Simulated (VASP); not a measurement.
# SnO (P4/nmm) in VASP: further runs, part 2 of 2

VASP 6.6.1. The steps go on from the part before.

## 4. Single point, PBEsol (17.19 Å³/atom)

INCAR reads:

```
SYSTEM = SnO
ALGO = Normal
EDIFF = 1E-7
ENCUT = 520
GGA = PS
ISIF = 2
ISMEAR = 0
LASPH = .True.
LCHARG = .True.
LELF = .True.
LREAL = .False.
LVHAR = .True.
LWAVE = .False.
NBANDS = 28
NELM = 100
PREC = Accurate
SIGMA = 0.15
```

KPOINTS reads:

```
k-points
0
Gamma
  12 12 10
  0 0 0
```

POSCAR reads:

```
SnO
1.0
    3.9616625101      0.0000000000      0.0000000000
    0.0000000000      3.9616625101      0.0000000000
    0.0000000000      0.0000000000      4.3808064037
Sn O
2 2
Direct
    0.0000000000      0.5000000000      0.2425296443
    0.5000000000      0.0000000000      0.7574703557
    0.0000000000      0.0000000000      0.0000000000
    0.5000000000      0.5000000000      0.0000000000
```

Potentials or basis: VASP PAW PBE potentials, release 64 (Sn_d, O).

The run is started by

```sh
$ cat potpaw_PBE.64/Sn_d/POTCAR potpaw_PBE.64/O/POTCAR > POTCAR
$ mpirun -np 1 vasp_std > vasp.out
```

OUTCAR:

```text
SYSTEM = SnO
   EDIFF = 1E-7
   ENCUT = 520
   GGA = PS
   ISIF = 2
   ISMEAR = 0
   LASPH = .True.
   LREAL = .False.
   NELM = 100
   PREC = Accurate

 ion  position               nearest neighbor table
   1  0.000  0.500  0.243-   3 2.25   4 2.25   3 2.25   4 2.25   2 3.52   2 3.52   2 3.52   2 3.52
                             2 3.60   2 3.60   2 3.60   2 3.60
   2  0.500  0.000  0.757-   3 2.25   4 2.25   4 2.25   3 2.25   1 3.52   1 3.52   1 3.52   1 3.52
                             1 3.60   1 3.60   1 3.60   1 3.60
   3  0.000  0.000  0.000-   1 2.25   2 2.25   1 2.25   2 2.25
   4  0.500  0.500  0.000-   1 2.25   2 2.25   2 2.25   1 2.25

  LATTYP: Found a simple tetragonal cell.
 ALAT       =     3.9616625101
 C/A-ratio  =     1.1058000000

  Lattice vectors:

 A1 = (   3.9616625101,   0.0000000000,   0.0000000000)
 A2 = (   0.0000000000,   3.9616625101,   0.0000000000)
 A3 = (   0.0000000000,   0.0000000000,   4.3808064037)

Analysis of symmetry for initial positions (statically):
[... 174 lines left out ...]
  ext. energy  EPLUGINS =         0.00000000
  ---------------------------------------------------
  free energy    TOTEN  =       -24.07361225 eV

  energy without entropy =      -24.07353839  energy(sigma->0) =      -24.07357532

 E-fermi :   6.9699     XC(G=0): -10.6330

 val. band max:        6.7016476145   @ k =   0.1667   0.1667   0.0000
 cond. band min:       7.1478850099   @ k =   0.5000   0.5000   0.0000
 fundamental gap:      0.4462373955
 Fermi energy:         6.9698652536

 k-point     1 :       0.0000    0.0000    0.0000
  band No.  band energies     occupation
      1     -14.7232      2.00000
      2     -14.3113      2.00000
      3     -14.3113      2.00000
      4     -14.2734      2.00000
      5     -14.2569      2.00000
      6     -14.2477      2.00000
[... 733 lines left out ...]
     27      15.1024      0.00000
     28      15.5773      0.00000

 [... further k-points ...]
[... 5 lines left out ...]
  --------------------------------------------------------------------------------------
  -------------------------------------------------------------------------------------
  Total       -1.7762257     -1.7762257      1.4633596      0.0000000      0.0000000      0.0000000
  in kB      -41.3904088    -41.3904088     34.0998619      0.0000000      0.0000000      0.0000000
  external PRESSURE =     -16.2269852 kB  Pullay stress =       0.0000000 kB

 VOLUME and BASIS-vectors are now :
 -----------------------------------------------------------------------------
  energy-cutoff  :      520.00
  volume of cell :       68.76
      direct lattice vectors                 reciprocal lattice vectors
     3.961662510  0.000000000  0.000000000     0.252419280  0.000000000  0.000000000
     0.000000000  3.961662510  0.000000000     0.000000000  0.252419280  0.000000000
     0.000000000  0.000000000  4.380806404     0.000000000  0.000000000  0.228268476

 POSITION                                       TOTAL-FORCE (eV/Angst)
 -----------------------------------------------------------------------------------
      0.00000      1.98083      1.06248         0.000000      0.000000      0.399975
      1.98083      0.00000      3.31833        -0.000000      0.000000     -0.399975
      0.00000      0.00000      0.00000         0.000000      0.000000      0.000000
      1.98083      1.98083      0.00000        -0.000000     -0.000000      0.000000
 -----------------------------------------------------------------------------------
    total drift:                                0.000000      0.000000     -0.000000

  FREE ENERGIE OF THE ION-ELECTRON SYSTEM (eV)
  ---------------------------------------------------
  free  energy   TOTEN  =       -24.0736122455 eV

  energy  without entropy=      -24.0735383893  energy(sigma->0) =      -24.07357532
```

stdout:

```text
POSCAR found type information on POSCAR SnO
 POSCAR found :  2 types and       4 ions
 scaLAPACK will be used
 -----------------------------------------------------------------------------
|                                                                             |
|                                                                             |
|     You enforced a specific xc type in the INCAR file but a different       |
|     I HOPE YOU KNOW WHAT YOU ARE DOING!                                     |
|                                                                             |
 -----------------------------------------------------------------------------

 LDA part: xc-table for (Slater+PW92), standard interpolation
 POSCAR, INCAR and KPOINTS ok, starting setup
 FFT: planning ... GRIDC
 FFT: planning ... GRID_SOFT
 FFT: planning ... GRID
 WAVECAR not read
 entering main loop
```

Wall time 4 min (1 thread of Intel Xeon Platinum 8488C (Sapphire Rapids), shared host); peak memory 0.37 GiB.

What came out:

- Free energy: -24.0736 eV
- Pressure: -1.6 GPa
- Largest force: 0.400 eV/Å
- Band gap on the k mesh: 0.45 eV (least direct gap 1.55 eV)

Forces in eV/Å, atoms in the order of the input:
```
Sn   0.000  0.000  0.400
Sn   0.000  0.000 -0.400
O    0.000  0.000  0.000
O    0.000  0.000  0.000
```

Caveat: the stress differs along the axes, from -4 to 3 GPa; semilocal functionals underestimate gaps, and a narrow one can read as zero; the PAW data sets were made with another functional, which shifts forces and pressure a little; spin-orbit coupling is left out, which moves the levels of the heavy elements.

## 5. Single point, PBEsol (18.56 Å³/atom)

This run uses another cell than the first one, of 18.56 Å³/atom.

INCAR reads:

```
ALGO = Normal
EDIFF = 1E-6
ENCUT = 520
GGA = PS
ISIF = 2
ISMEAR = 0
LASPH = T
LCHARG = F
LREAL = F
LWAVE = F
NBANDS = 28
NELM = 100
PREC = Accurate
SIGMA = 0.15
```

KPOINTS reads:

```
k-points
0
Gamma
  12 12 10
```

POSCAR reads:

```
SnO
1.0
    3.9831918821      0.0000000000      0.0000000000
    0.0000000000      3.9831918821      0.0000000000
    0.0000000000      0.0000000000      4.6802504614
Sn O
2 2
Direct
    0.0000000000      0.5000000000      0.2425296443
    0.5000000000      0.0000000000      0.7574703557
    0.0000000000      0.0000000000      0.0000000000
    0.5000000000      0.5000000000      0.0000000000
```

The run is started by

```sh
$ cat potpaw_PBE.64/Sn_d/POTCAR potpaw_PBE.64/O/POTCAR > POTCAR
$ mpirun -np 1 vasp_std > vasp.out
```

Wall time 3.9 min (1 thread of Intel Xeon Platinum 8259CL at 2.50GHz (Skylake/Cascade Lake), shared host); peak memory 0.38 GiB.

The run converged. Its results:

```
Free energy            : -24.0474 eV
Pressure               : -6.8 GPa
Largest force          : 0.593 eV/Å
Band gap on the k mesh : 0.44 eV (least direct gap 1.78 eV)
```

Forces on the atoms (eV/Å):
```
Sn   0.000  0.000 -0.593
Sn   0.000  0.000  0.593
O    0.000  0.000  0.000
O    0.000  0.000  0.000
```

Stress tensor (GPa, compression positive):
```
-8.58  0.00  0.00
 0.00 -8.58  0.00
 0.00  0.00 -3.21
```

Levels at points of the mesh, in eV from the valence-band top:
```csv
k point,band 18,band 19,band 20,band 21,band 22,band 23
"(0.00, 0.00, 0.00)",-2.57,-2.57,-0.06,2.12,4.68,4.68
"(0.50, 0.00, 0.00)",-3.96,-1.98,-1.98,3.49,3.49,5.80
"(0.50, 0.50, 0.00)",-1.93,-1.34,-1.34,0.44,0.44,4.99
"(0.00, 0.00, 0.50)",-2.58,-2.58,-1.19,1.53,3.02,3.02
"(0.50, 0.00, 0.50)",-4.01,-1.09,-1.09,2.94,2.94,5.26
"(0.50, 0.50, 0.50)",-2.32,-1.93,-1.93,2.88,2.88,4.46
```

Caveat: the stress differs along the axes, from -9 to -3 GPa; semilocal functionals underestimate gaps, and a narrow one can read as zero; the PAW data sets were made with another functional, which shifts forces and pressure a little; spin-orbit coupling is left out, which moves the levels of the heavy elements. PBEsol gaps usually lie below the measured ones, often by a third to a half.

## 6. Summary

| cell | gap on the mesh (eV) | pressure (GPa) | largest force (eV/Å) |
| --- | --- | --- | --- |
| a = 4.043, b = 4.043, c = 4.207 Å, 4 atoms | 0.68 | -2.6 | 0.40 |
| a = 3.882, b = 3.882, c = 4.562 Å, 4 atoms | 0.21 | -0.6 | 0.30 |
| a = 3.962, b = 3.962, c = 4.381 Å, 4 atoms | 0.45 | -1.6 | 0.40 |
| a = 3.983, b = 3.983, c = 4.680 Å, 4 atoms | 0.44 | -6.8 | 0.59 |

Alike in all rows: task single point; level PBEsol; potentials or basis VASP PAW PBE potentials, release 64 (Sn_d, O); no spin polarisation; k mesh 12 × 12 × 10; cutoff (eV) 520; smearing gaussian 0.15 eV.

Caveats: semilocal functionals underestimate gaps, and a narrow one can read as zero; the PAW data sets were made with another functional, which shifts forces and pressure a little; spin-orbit coupling is left out, which moves the levels of the heavy elements; the stress differs along the axes, from -6 to 4 GPa (at least some runs); the stress differs along the axes, from -4 to 3 GPa (at least some runs); the stress differs along the axes, from -9 to -3 GPa (at least some runs).

Absolute energies hang on the potentials; compare differences alone.
